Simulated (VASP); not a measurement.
Wanted: the native input for a VASP 6.6.1 run.

- Task: single point
- Functional: PBE-based screened hybrid with 20 % exact exchange
- Potentials or basis: VASP PAW PBE potentials, release 64 (Pb_d, S)
- Cutoff: 520 eV
- k mesh: 4 × 4 × 4
- Occupations: gaussian, width 0.01 eV
- Spin: no spin polarisation
- Dipole correction: no
- Grid for exact exchange (PRECFOCK): Normal
- Share of exact exchange: 0.2
- Further INCAR settings: ALGO = Normal; EDIFF = 1e-06; NBANDS = 17
- Screening parameter: 0.2078 1/Å

The system is PbS.

```
Pb S
1.0
     0.00000    2.97057    2.97057
     2.97057    0.00000    2.97057
     2.97057    2.97057    0.00000
Pb S
1 1
Direct
  0.00000 0.00000 0.00000
  0.50000 0.50000 0.50000
```

The input as run:

POSCAR

```
PbS
1.0
    0.0000000000      2.9705683225      2.9705683225
    2.9705683225      0.0000000000      2.9705683225
    2.9705683225      2.9705683225      0.0000000000
Pb S
1 1
Direct
    0.0000000000      0.0000000000      0.0000000000
    0.5000000000      0.5000000000      0.5000000000
```

INCAR.step1

```
  PREC = Accurate
  ENCUT = 520
  EDIFF = 1E-5
  ISMEAR = 0
  SIGMA = 0.01
  LREAL = F
  LASPH = T
  NELM = 60
  ALGO = Normal
  ISIF = 2
  LWAVE = T
  LCHARG = F
  GGA = PE
  NBANDS = 17
```

INCAR.step2

```
  PREC = Accurate
  ENCUT = 520
  EDIFF = 1E-6
  ISMEAR = 0
  SIGMA = 0.01
  LREAL = F
  LASPH = T
  NELM = 60
  ALGO = Normal
  ISIF = 2
  LWAVE = F
  LCHARG = F
  GGA = PE
  LHFCALC = T
  AEXX = 0.2
  HFSCREEN = 0.2078
  PRECFOCK = Normal
  ISTART = 1
  NBANDS = 17
```

KPOINTS

```
Automatic mesh
0
Gamma
  4 4 4
```

Potentials or basis: VASP PAW PBE potentials, release 64 (Pb_d, S).

Launch:

```bash
$ cat potpaw_PBE.64/Pb_d/POTCAR potpaw_PBE.64/S/POTCAR > POTCAR
$ cp INCAR.step1 INCAR
$ mpirun -np 1 vasp_std > vasp.out
$ cp INCAR.step2 INCAR
$ mpirun -np 1 vasp_std > vasp.out
```

It gave:

```yaml
Pressure: 1.0 GPa
Band_gap_on_the_k_mesh: 0.73 eV
```

Caveat: the k points lie up to 0.46 Å⁻¹ apart; the PAW data sets were made with another functional, which shifts forces and pressure a little; spin-orbit coupling is left out, which moves the levels of the heavy elements.

Wall time 6.2 min on 1 thread of Intel(R) Xeon(R) Platinum 8259CL CPU @ 2.50GHz (Skylake/Cascade Lake), with other jobs on the host, peak memory 0.28 GiB.
